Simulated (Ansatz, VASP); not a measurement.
One calculation of Ni, two programs

The input INCAR:

```
SYSTEM = Ni
PREC     = Accurate       ! precision mode
ENCUT    = 520            ! plane-wave cutoff, eV
EDIFF    = 1E-7           ! SCF threshold, eV
ISMEAR   = -1             ! smearing method
SIGMA    = 0.05           ! smearing width, eV
LREAL    = .FALSE.        ! projectors in reciprocal space
LASPH    = .TRUE.         ! aspherical terms in the spheres
NELM     = 150            ! most SCF steps
ALGO     = Normal         ! electronic algorithm
ISIF     = 2              ! what is computed and relaxed
LWAVE    = .FALSE.        ! write WAVECAR
LCHARG   = .TRUE.         ! write CHGCAR
ISPIN    = 2              ! spin polarisation
MAGMOM   = 0.83 0.83      ! initial moments
LORBIT   = 11             ! projections on sites
LMAXMIX  = 4              ! l up to which the mixer works
GGA      = PS             ! functional
LELF     = .TRUE.         ! ELF
LVHAR    = .TRUE.       
NBANDS   = 21             ! bands
```

The input KPOINTS:

```
Automatic mesh
0
G
  12 12 12
  0 0 0
```

Contents of POSCAR:

```
Ni
1.0
    0.0000000000      2.5035088444      2.5035088444
    2.5035088444      0.0000000000      2.5035088444
    2.5035088444      2.5035088444      0.0000000000
Ni
2
Direct
    0.1250000000      0.1250000000      0.1250000000
    0.8750000000      0.8750000000      0.8750000000
```

Input for Ansatz:

```yaml
crystal:
  lattice:
    - [0.0, 2.5035088444, 2.5035088444]
    - [2.5035088444, 0.0, 2.5035088444]
    - [2.5035088444, 2.5035088444, 0.0]
  atoms:
    - { symbol: Ni, position: [0.125, 0.125, 0.125], spin: 0.83 }
    - { symbol: Ni, position: [0.875, 0.875, 0.875], spin: 0.83 }
hamiltonian:
  xc: pbesol
  pseudopotentials:
    kind: paw
    azcp:
      Ni: "pseudopotentials/Ni.paw.azcp"
basis:
  ecutwfc: 420
  fft_grid_basis: typed
kpoints:
  mp_grid: { grid: [12, 12, 12], shift: [0, 0, 0] }
magnetization:
  spin_polarized: true
scf:
  occupations: { method: fermi_dirac, width: 0.05 }
  lower_state_search: "off"
output:
  stress: true
```

Alike in both runs: task single point; functional PBEsol; k mesh 12 × 12 × 12; occupations fermi-dirac, width 0.05 eV; collinear spin.

|  | VASP | Ansatz |
| --- | --- | --- |
| version | VASP 6.6.1 | Ansatz 0.2.0 |
| potentials or method | VASP PAW PBE potentials, release 64 (Ni), cutoff 520 eV | plane waves (420 eV) with PAW, scalar-relativistic |
| valence electrons in the cell | 20 | 36 |

Ansatz gave:

| Item | Value |
| --- | --- |
| pressure (GPa) | 0.0 |
| net moment per atom (μB) | 0.79 |
| size of the moment on the site where the two differ most (μB) | 0.83 |

Q: What did VASP give for the same quantities?

A: Pressure (GPa): -0.1; net moment per atom (μB): 0.78; size of the moment on the site where the two differ most (μB): 0.78.

VASP's potentials were made for PBE, not for PBEsol, and Ansatz warns of the same on its side. Site moments also hang on the region over which each program counts them. The functional is the same, so the differences come from potentials, cutoffs and numerics. VASP's potentials hold 20 valence electrons a cell and Ansatz's 36, so a difference there can come from the potentials and not from the codes.
